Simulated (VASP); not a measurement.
# TaRhN2 (P4/mmm) in VASP: notebook, part 2 of 2

VASP 6.6.1.

## Step 3: Single point, PBE, collinear spin, ferromagnetic start

This run uses another cell than the first one, of 10.60 Å³/atom.

Contents of INCAR:

```
SYSTEM = TaRhN2
ALGO = Normal ; EDIFF = 1E-6
ENCUT = 520 ; GGA = PE
ISIF = 2 ; ISMEAR = 0
ISPIN = 2 ; LASPH = .True.
LCHARG = .False. ; LMAXMIX = 4
LORBIT = 11 ; LREAL = .False.
LWAVE = .False. ; MAGMOM = 0 1 0 0
NBANDS = 30 ; NELM = 150
PREC = Accurate ; SIGMA = 0.1
```

Contents of KPOINTS:

```
k-points
0
Gamma
  6 6 4
  0 0 0
```

Contents of POSCAR:

```
TaRhN2
1.0
    3.1366462570      0.0000000000      0.0000000000
    0.0000000000      3.1366462570      0.0000000000
    0.0000000000      0.0000000000      4.3110537276
Ta Rh N
1 1 2
Direct
    0.0000000000      0.0000000000      0.0000000000
    0.5000000000      0.5000000000      0.5000000000
    0.0000000000      0.0000000000      0.5000000000
    0.5000000000      0.5000000000      0.0000000000
```

Potentials or basis: VASP PAW PBE potentials, release 64 (Ta_pv, Rh_pv, N).

Started as:

```
$ cat potpaw_PBE.64/Ta_pv/POTCAR potpaw_PBE.64/Rh_pv/POTCAR potpaw_PBE.64/N/POTCAR > POTCAR
$ mpirun -np 1 vasp_std > vasp.out
```

OUTCAR:

```text
SYSTEM = TaRhN2
   EDIFF = 1E-6
   ENCUT = 520
   GGA = PE
   ISIF = 2
   ISMEAR = 0
   ISPIN = 2
   LASPH = .True.
   LORBIT = 11
   LREAL = .False.
   NELM = 150
   PREC = Accurate

 ion  position               nearest neighbor table
   1  0.000  0.000  0.000-   3 2.16   3 2.16   4 2.22   4 2.22   4 2.22   4 2.22   2 3.09   2 3.09
                             2 3.09   2 3.09   2 3.09   2 3.09   2 3.09   2 3.09
   2  0.500  0.500  0.500-   4 2.16   4 2.16   3 2.22   3 2.22   3 2.22   3 2.22   1 3.09   1 3.09
                             1 3.09   1 3.09   1 3.09   1 3.09   1 3.09   1 3.09
   3  0.000  0.000  0.500-   1 2.16   1 2.16   2 2.22   2 2.22   2 2.22   2 2.22
   4  0.500  0.500  0.000-   2 2.16   2 2.16   1 2.22   1 2.22   1 2.22   1 2.22

  LATTYP: Found a simple tetragonal cell.
 ALAT       =     3.1366462570
 C/A-ratio  =     1.3744150199

  Lattice vectors:

 A1 = (   3.1366462570,   0.0000000000,   0.0000000000)
 A2 = (   0.0000000000,   3.1366462570,   0.0000000000)
 A3 = (   0.0000000000,   0.0000000000,   4.3110537276)

Analysis of symmetry for initial positions (statically):
=====================================================================
 Subroutine PRICEL returns:
 Original cell was already a primitive cell.

 Routine SETGRP: Setting up the symmetry group for a
 simple tetragonal supercell.

 Subroutine GETGRP returns: Found 16 space group operations
 (whereof 16 operations were pure point group operations)
 out of a pool of 16 trial point group operations.

The static configuration has the point symmetry D_4h.

Analysis of symmetry for dynamics (positions and initial velocities):
=====================================================================
 Subroutine PRICEL returns:
 Original cell was already a primitive cell.

 Routine SETGRP: Setting up the symmetry group for a
 simple tetragonal supercell.

 Subroutine GETGRP returns: Found 16 space group operations
 (whereof 16 operations were pure point group operations)
 out of a pool of 16 trial point group operations.

[... 170 lines left out ...]

 val. band max:       10.0366392041   @ k =   0.3333   0.0000   0.5000
 cond. band min:      10.1005850962   @ k =   0.3333   0.1667   0.2500
 fundamental gap:      0.0639458920
 Fermi energy:        10.0703324310

 spin component 1

 k-point     1 :       0.0000    0.0000    0.0000
  band No.  band energies     occupation
      1     -37.0284      1.00000
      2     -36.7001      1.00000
      3     -36.7001      1.00000
      4     -26.4604      1.00000
      5     -26.2743      1.00000
      6     -26.2743      1.00000
[... 781 lines left out ...]
     29      21.7290      0.00000
     30      21.8092      0.00000

 [... further k-points ...]

 spin component 2

 k-point     1 :       0.0000    0.0000    0.0000
  band No.  band energies     occupation
      1     -37.0284      1.00000
      2     -36.7001      1.00000
      3     -36.7001      1.00000
      4     -26.4604      1.00000
      5     -26.2743      1.00000
      6     -26.2743      1.00000
[... 781 lines left out ...]
     29      21.7291      0.00000
     30      21.8092      0.00000

 [... further k-points ...]

------------------------ aborting loop because EDIFF is reached ----------------------------------------

  FORCE on cell =-STRESS in cart. coord.  units (eV):
  Direction    XX          YY          ZZ          XY          YZ          ZX
  --------------------------------------------------------------------------------------
  -------------------------------------------------------------------------------------
  Total        0.1010670      0.1010670      0.1234634      0.0000000     -0.0000000      0.0000000
  in kB        3.8177313      3.8177313      4.6637411      0.0000000     -0.0000000      0.0000000
  external PRESSURE =       4.0997346 kB  Pullay stress =       0.0000000 kB

 VOLUME and BASIS-vectors are now :
 -----------------------------------------------------------------------------
  energy-cutoff  :      520.00
  volume of cell :       42.41
      direct lattice vectors                 reciprocal lattice vectors
     3.136646257  0.000000000  0.000000000     0.318811851  0.000000000  0.000000000
     0.000000000  3.136646257  0.000000000     0.000000000  0.318811851  0.000000000
     0.000000000  0.000000000  4.311053728     0.000000000  0.000000000  0.231961850

 POSITION                                       TOTAL-FORCE (eV/Angst)
 -----------------------------------------------------------------------------------
      0.00000      0.00000      0.00000         0.000000      0.000000      0.000000
      1.56832      1.56832      2.15553         0.000000      0.000000      0.000000
      0.00000      0.00000      2.15553         0.000000      0.000000      0.000000
      1.56832      1.56832      0.00000         0.000000      0.000000      0.000000
 -----------------------------------------------------------------------------------
    total drift:                                0.000000     -0.000000     -0.000000

  FREE ENERGIE OF THE ION-ELECTRON SYSTEM (eV)
  ---------------------------------------------------
  free  energy   TOTEN  =       -36.4981418861 eV

  energy  without entropy=      -36.4848420508  energy(sigma->0) =      -36.49149197

 total charge

# of ion       s       p       d       tot
------------------------------------------
    1        0.293   6.228   2.216   8.737
    2        0.286   6.257   7.276  13.819
    3        1.255   2.414   0.000   3.669
    4        1.235   2.477   0.000   3.711
--------------------------------------------------
tot          3.068  17.376   9.492  29.936

 magnetization (x)

# of ion       s       p       d       tot
------------------------------------------
    1        0.000   0.000   0.000   0.000
    2        0.000   0.000   0.000   0.000
    3       -0.000  -0.000   0.000  -0.000
    4       -0.000  -0.000   0.000  -0.000
--------------------------------------------------
tot          0.000  -0.000   0.000   0.000
```

stdout:

```text
POSCAR found type information on POSCAR TaRhN
 POSCAR found :  3 types and       4 ions
 scaLAPACK will be used
 LDA part: xc-table for (Slater+PW92), standard interpolation
 POSCAR, INCAR and KPOINTS ok, starting setup
 FFT: planning ... GRIDC
 FFT: planning ... GRID_SOFT
 FFT: planning ... GRID
 WAVECAR not read
 entering main loop
```

Wall time 86 s (1 thread of Oxide Virtual Turin-like, shared host); peak memory 0.17 GiB.

What came out:

| Property | Result |
| --- | --- |
| Free energy | -36.4981 eV |
| Pressure | 0.4 GPa |
| Band gap on the k mesh | zero (filled and empty bands overlap) |
| Net moment | 0.00 μB per cell |
| Valence electrons inside the program's atomic spheres | Ta 8.74; Rh 13.82; N 3.67, 3.71 |

Stress tensor (GPa, compression positive):
```
0.38 0.00 0.00
0.00 0.38 0.00
0.00 0.00 0.47
```

Caveat: the k points lie up to 0.36 Å⁻¹ apart, too coarse for converged energies and pressures of a metal; spin-orbit coupling is left out, which moves the levels of the heavy elements.

## Step 4: Single point, PBE

This run uses another cell than the first one, of 10.61 Å³/atom.

Contents of INCAR:

```
PREC = Accurate
ENCUT = 520
EDIFF = 1E-6
ISMEAR = 0
SIGMA = 0.1
LREAL = F
LASPH = T
NELM = 60
ALGO = Fast
ISIF = 2
LWAVE = F
LCHARG = T
GGA = PE
LELF = T
LVHAR = T
NBANDS = 26
```

Contents of KPOINTS:

```
Automatic mesh
0
Gamma
  14 14 12
```

Contents of POSCAR:

```
TaRhN2
1.0
    3.1369005392      0.0000000000      0.0000000000
    0.0000000000      3.1369005392      0.0000000000
    0.0000000000      0.0000000000      4.3121495048
Ta Rh N
1 1 2
Direct
    0.0000000000      0.0000000000      0.0000000000
    0.5000000000      0.5000000000      0.5000000000
    0.0000000000      0.0000000000      0.5000000000
    0.5000000000      0.5000000000      0.0000000000
```

Started as:

```
$ cat potpaw_PBE.64/Ta_pv/POTCAR potpaw_PBE.64/Rh_pv/POTCAR potpaw_PBE.64/N/POTCAR > POTCAR
$ mpirun -np 1 vasp_std > vasp.out
```

It took 7.1 min on 1 thread of Oxide Virtual Turin-like, shared host; peak memory 0.33 GiB.

Results (log left out):

| Property | Result |
| --- | --- |
| Free energy | -36.5234 eV |
| Pressure | 0.3 GPa |
| Band gap on the k mesh | zero (bands 18 and 19 overlap by 3.73 eV) |

Stress tensor (GPa, compression positive):
```
0.25 0.00 0.00
0.00 0.25 0.00
0.00 0.00 0.50
```

Levels at points of the mesh, in eV from the Fermi level:
```
           k point  band 15  band 16  band 17  band 18  band 19  band 20  band 21  band 22
(0.00, 0.00, 0.00)    -2.76    -2.76    -2.76    -2.48    -2.22    -1.94     1.20     1.55
(0.50, 0.00, 0.00)    -2.38    -1.35    -0.71    -0.02     0.64     1.09     1.79     3.17
(0.50, 0.50, 0.00)    -3.82    -3.32    -1.46    -0.87    -0.60     1.06     1.06     3.30
(0.00, 0.00, 0.50)    -4.04    -3.75    -2.10    -0.94    -0.94     0.50     0.97     2.27
(0.50, 0.00, 0.50)    -1.39    -1.18    -0.93     1.51     1.92     2.33     3.47     3.76
(0.50, 0.50, 0.50)    -1.57    -1.57    -0.86    -0.25     0.82     0.82     0.86     3.31
```

Caveat: spin-orbit coupling is left out, which moves the levels of the heavy elements.

## Step 5: Relaxation of cell and atoms, PBE, collinear spin, ferromagnetic start

Contents of INCAR:

```
PREC = Accurate
ENCUT = 600
EDIFF = 1E-6
ISMEAR = 0
SIGMA = 0.1
LREAL = F
LASPH = T
NELM = 150
ALGO = Fast
ISIF = 3
LWAVE = F
LCHARG = F
ISPIN = 2
MAGMOM = 0 1 0 0
LORBIT = 11
LMAXMIX = 4
GGA = PE
IBRION = 2
NSW = 90
EDIFFG = -0.04
```

Contents of KPOINTS:

```
regular mesh
0
Gamma
  6 6 4
```

Contents of POSCAR:

```
TaRhN2
1.0
    3.0889570200      0.0000000000      0.0000000000
    0.0000000000      3.0889570200      0.0000000000
    0.0000000000      0.0000000000      4.3684449100
Ta Rh N
1 1 2
Direct
    0.0000000000      0.0000000000      0.0000000000
    0.5000000000      0.5000000000      0.5000000000
    0.0000000000      0.0000000000      0.5000000000
    0.5000000000      0.5000000000      0.0000000000
```

Started as:

```
$ cat potpaw_PBE.64/Ta_pv/POTCAR potpaw_PBE.64/Rh_pv/POTCAR potpaw_PBE.64/N/POTCAR > POTCAR
$ mpirun -np 1 vasp_std > vasp.out
```

It took 8.3 min on 1 thread of Oxide Virtual Turin-like, shared host; peak memory 0.2 GiB.

The run converged. Its results:

```
Free energy                                           : -36.5007 eV
Relaxed volume                                        : 10.62 Å³/atom
Relaxed cell                                          : a = 3.138 Å, b = 3.138 Å, c = 4.312 Å, α = 90.00°, β = 90.00°, γ = 90.00°
Space group after relaxing (to 0.1 Å)                 : P4/mmm (No. 123)
Energy gained by relaxing                             : 11.1 meV/atom
Ionic steps                                           : 5
Pressure after relaxing                               : -0.1 GPa
Band gap on the k mesh                                : zero (filled and empty bands overlap)
Net moment                                            : 0.00 μB per cell
Valence electrons inside the program's atomic spheres : Ta 8.73; Rh 13.82; N 3.66, 3.70
```

Stress tensor (GPa, compression positive):
```
-0.09  0.00  0.00
 0.00 -0.09  0.00
 0.00  0.00  0.01
```

Step by step:
| step | energy change (eV) | largest force (eV/Å) | pressure (GPa) | volume (Å³) |
| --- | --- | --- | --- | --- |
| 1 | 0.0000 | 0.0000 | 5.36 | 41.68 |
| 2 | -0.0046 | 0.0000 | -8.31 | 43.80 |
| 3 | -0.0395 | 0.0000 | -2.22 | 42.74 |
| 4 | -0.0390 | 0.0000 | 2.33 | 42.18 |
| 5 | -0.0443 | 0.0000 | -0.06 | 42.47 |

Final structure:
```
Ta Rh N
1.0
     3.13819    0.00000    0.00000
     0.00000    3.13819    0.00000
     0.00000    0.00000    4.31211
Ta Rh N
1 1 2
Direct
  0.00000 0.00000 0.00000
  0.50000 0.50000 0.50000
  0.00000 0.00000 0.50000
  0.50000 0.50000 0.00000
```

Levels at points of the mesh, in eV from the Fermi level:
Spin up:
```
           k point  band 14  band 15  band 16  band 17  band 18  band 19  band 20  band 21  band 22  band 23
(0.00, 0.00, 0.00)    -3.22    -2.80    -2.80    -2.80    -2.56    -2.26    -1.99     1.10     1.46     1.47
(0.50, 0.00, 0.00)    -5.71    -2.42    -1.39    -0.76    -0.06     0.55     1.01     1.68     3.13     3.69
(0.50, 0.50, 0.00)    -3.87    -3.87    -3.35    -1.51    -0.91    -0.65     0.99     0.99     3.31     3.31
(0.00, 0.00, 0.50)    -4.09    -4.09    -3.84    -2.13    -0.99    -0.99     0.45     0.86     2.20     2.39
(0.50, 0.00, 0.50)    -6.63    -1.43    -1.22    -0.98     1.43     1.81     2.26     3.42     3.71     4.52
(0.50, 0.50, 0.50)    -6.40    -1.62    -1.62    -0.90    -0.29     0.76     0.76     0.81     3.19     3.75
```
Spin down:
| k point | band 14 | band 15 | band 16 | band 17 | band 18 | band 19 | band 20 | band 21 | band 22 | band 23 |
| --- | --- | --- | --- | --- | --- | --- | --- | --- | --- | --- |
| (0.00, 0.00, 0.00) | -3.22 | -2.80 | -2.80 | -2.80 | -2.56 | -2.26 | -1.99 | 1.10 | 1.46 | 1.47 |
| (0.50, 0.00, 0.00) | -5.71 | -2.42 | -1.39 | -0.76 | -0.06 | 0.55 | 1.01 | 1.68 | 3.13 | 3.69 |
| (0.50, 0.50, 0.00) | -3.87 | -3.87 | -3.35 | -1.51 | -0.91 | -0.65 | 0.99 | 0.99 | 3.31 | 3.92 |
| (0.00, 0.00, 0.50) | -4.09 | -4.09 | -3.84 | -2.13 | -0.99 | -0.99 | 0.45 | 0.86 | 2.20 | 2.25 |
| (0.50, 0.00, 0.50) | -6.63 | -1.43 | -1.22 | -0.98 | 1.43 | 1.81 | 2.26 | 3.42 | 3.71 | 4.52 |
| (0.50, 0.50, 0.50) | -6.40 | -1.62 | -1.62 | -0.90 | -0.29 | 0.76 | 0.76 | 0.81 | 3.19 | 3.75 |

Caveat: spin-orbit coupling is left out, which moves the levels of the heavy elements.

## Step 6: Overview

| task | spin | cell | k mesh | cutoff (eV) | gap on the mesh (eV) | pressure (GPa) | moment (μB) |
| --- | --- | --- | --- | --- | --- | --- | --- |
| single point | collinear, ferromagnetic start | a = 3.089, b = 3.089, c = 4.368 Å, 4 atoms | 6 × 6 × 4 | 520 | none | 5.4 | 0.00 |
| single point | collinear, ferromagnetic start | a = 3.137, b = 3.137, c = 4.311 Å, 4 atoms | 6 × 6 × 4 | 520 | none | 0.4 | 0.00 |
| single point | off | a = 3.137, b = 3.137, c = 4.312 Å, 4 atoms | 14 × 14 × 12 | 520 | none | 0.3 | - |
| relaxation of cell and atoms | collinear, ferromagnetic start | relaxed from a = 3.089, b = 3.089, c = 4.368 Å, 4 atoms | 6 × 6 × 4 | 600 | none | -0.1 | 0.00 |

Alike in all rows: level PBE; potentials or basis VASP PAW PBE potentials, release 64 (Ta_pv, Rh_pv, N); smearing gaussian 0.1 eV.

Caveats: some runs use coarse meshes; spin-orbit coupling is left out, which moves the levels of the heavy elements; the stress differs along the axes, from -3 to 10 GPa (at least some runs).

Absolute energies hang on the potentials; compare differences alone.

The gap in the log of VASP goes by the Fermi energy; the results here count the filled bands.